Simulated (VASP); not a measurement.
Here is a VASP 6.6.1 calculation.

The input INCAR:

```
PREC     = Accurate       # precision mode
ENCUT    = 520            # plane-wave cutoff, eV
EDIFF    = 1E-7           # SCF threshold, eV
ISMEAR   = -1             # smearing method
SIGMA    = 0.1            # smearing width, eV
LREAL    = False          # projectors in reciprocal space
LASPH    = True           # aspherical terms in the spheres
NELM     = 80             # most SCF steps
ALGO     = Normal         # electronic algorithm
ISIF     = 2              # what is computed and relaxed
LWAVE    = False          # write WAVECAR
LCHARG   = False          # write CHGCAR
GGA      = RE             # functional
NBANDS   = 12             # bands
```

The input KPOINTS:

```
Automatic mesh
0
Gamma
  20 20 20
```

The input POSCAR:

```
Zr
1.0
    0.0000000000      2.2779974293      2.2779974293
    2.2779974293      0.0000000000      2.2779974293
    2.2779974293      2.2779974293      0.0000000000
Zr
1
Direct
    0.0000000000      0.0000000000      0.0000000000
```

Potentials or basis: VASP PAW PBE potentials, release 64 (Zr_sv).

The run is started by

```console
$ cat potpaw_PBE.64/Zr_sv/POTCAR > POTCAR
$ mpirun -np 1 vasp_std > vasp.out
```

(1) What does it give for the pressure?

(2) Predict the band gap on the k mesh.

## Answers

(1) 0.1 GPa.

(2) zero (band 6 reaches 9.76 eV, above the bottom of band 7 at 8.33 eV).

Caveat: the PAW data sets were made with another functional, which shifts forces and pressure a little.
